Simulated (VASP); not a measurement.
Write the native input for VASP 6.6.1 that does the following.

```yaml
Task: single point
Functional: PBEsol
Potentials_or_basis: VASP PAW PBE potentials, release 64 (W_sv, F)
Cutoff: 520 eV
k_mesh: 3 × 4 × 1
Occupations: gaussian, width 0.1 eV
Spin: no spin polarisation
Dipole_correction: no
Further_INCAR_settings: LREAL = Auto; ALGO = Normal; EDIFF = 1e-06; NBANDS = 130
```

The structure of W16F lies in POSCAR:

```
W16F
1.0
    6.3200000000      0.0000000000      0.0000000000
    3.1600000000      4.4689150000      0.0000000000
    0.0000000000      0.0000000000     18.7033720000
W F
16 1
Direct
   -0.2499999441      0.4999998881      0.0534662947
    0.2500000559      0.4999998881      0.0534662947
   -0.2500000000      1.0000000000      0.0534662947
    0.2500000000      1.0000000000      0.0534662947
    0.0001359591     -0.0003703360      0.1691521721
    0.5001149940     -0.0002790386      0.1692223199
    0.0000561442      0.5009231547      0.1698975457
    0.5005584528      0.4998906894      0.1692022701
   -0.2499189856      0.4994281610      0.2887783550
    0.2508517332      0.4987183690      0.2886840940
   -0.2529516261      1.0058557838      0.2892620646
    0.2528931681      0.9952699928      0.2892142123
   -0.0024005532      0.0079061696      0.4023107705
    0.4972272926      0.0076830730      0.4039408509
    0.0023087723      0.5016501768      0.4025516896
    0.5061173740      0.4934459483      0.4112699036
    0.4629305000      0.6725874178      0.5049600147
```

The input as run:

INCAR

```
SYSTEM = W16F
PREC = Accurate
ENCUT = 520
EDIFF = 1E-6
ISMEAR = 0
SIGMA = 0.1
LREAL = Auto
LASPH = .True.
NELM = 100
ALGO = Normal
ISIF = 2
LWAVE = .False.
LCHARG = .False.
GGA = PS
NBANDS = 130
```

KPOINTS

```
Automatic mesh
0
Gamma
  3 4 1
  0 0 0
```

Potentials or basis: VASP PAW PBE potentials, release 64 (W_sv, F).

The run is started by

```bash
$ cat potpaw_PBE.64/W_sv/POTCAR potpaw_PBE.64/F/POTCAR > POTCAR
$ mpirun -np 1 vasp_std > vasp.out
```

Results of the run:

* Largest force: 0.260 eV/Å
* Band gap on the k mesh: zero (an odd number of electrons rules out a gap without spin polarisation)

Caveat: there is no dipole correction, which matters where the two faces differ; the PAW data sets were made with another functional, which shifts forces and pressure a little; spin-orbit coupling is left out, which moves the levels of the heavy elements; an odd number of electrons without spin polarisation forces a metal; a magnetic or distorted state may lie lower.

Wall time 50 min on 1 thread of Intel Xeon 8259CL (shared host), peak memory 0.77 GiB.
